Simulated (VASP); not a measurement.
# GeCN2: single point with LDA

The system is GeCN2.

```
Ge C N
1.0
     1.66882    0.96349    5.17757
    -1.66882    0.96349    5.17757
     0.00000   -1.92699    5.17757
Ge C N
1 1 2
Direct
  0.00000 0.00000 0.00000
  0.50000 0.50000 0.50000
  0.41552 0.41552 0.41552
  0.58448 0.58448 0.58448
```

This cell differs from its parent crystal: ratio of the length along z to the lengths across it x 1.1, volume and fractional coordinates fixed.

- Program: VASP 6.6.1
- Task: single point
- Functional: LDA
- Potentials or basis: VASP PAW LDA potentials, release 64 (Ge_d, C, N)
- Cutoff: 520 eV
- k mesh: 12 × 12 × 12
- Occupations: gaussian, width 0.05 eV
- Spin: no spin polarisation
- Dipole correction: no
- Further INCAR settings: ALGO = Normal; EDIFF = 1e-07; NBANDS = 22

| Quantity | Value |
| --- | --- |
| Pressure | -14.6 GPa |
| Largest force | 4.360 eV/Å |
| Band gap on the k mesh | 0.61 eV (least direct gap 0.82 eV) |

Forces in eV/Å, atoms in the order of the input:
```
Ge   0.000  0.000  0.000
C    0.000  0.000  0.000
N    0.000  0.000  4.360
N    0.000  0.000 -4.360
```

Stress tensor (GPa, compression positive):
```
  1.22   0.00   0.00
  0.00   1.22   0.00
  0.00   0.00 -46.13
```

Levels at points of the mesh, in eV from the valence-band top:
| k point | band 11 | band 12 | band 13 | band 14 | band 15 | band 16 | band 17 | band 18 |
| --- | --- | --- | --- | --- | --- | --- | --- | --- |
| (0.00, 0.00, 0.00) | -4.93 | -2.27 | -2.27 | -1.91 | 2.76 | 3.00 | 3.00 | 4.49 |
| (0.50, 0.00, 0.00) | -5.24 | -5.11 | -3.73 | -3.49 | 2.40 | 3.83 | 4.01 | 5.12 |
| (0.50, 0.50, 0.00) | -6.57 | -5.77 | -2.34 | -0.21 | 0.61 | 1.40 | 3.93 | 5.98 |
| (0.50, 0.50, 0.50) | -4.90 | -2.37 | -2.37 | -0.61 | 1.26 | 3.82 | 3.82 | 5.25 |

It took 6.1 min on 1 thread of Intel(R) Xeon(R) Platinum 8488C (Sapphire Rapids), on a shared host, peak memory 0.35 GiB.

Caveat: the cell stands under tension; forces of over 1 eV/Å act on the atoms, so gaps and moduli don't describe the material at rest. A k mesh can miss the band edges.
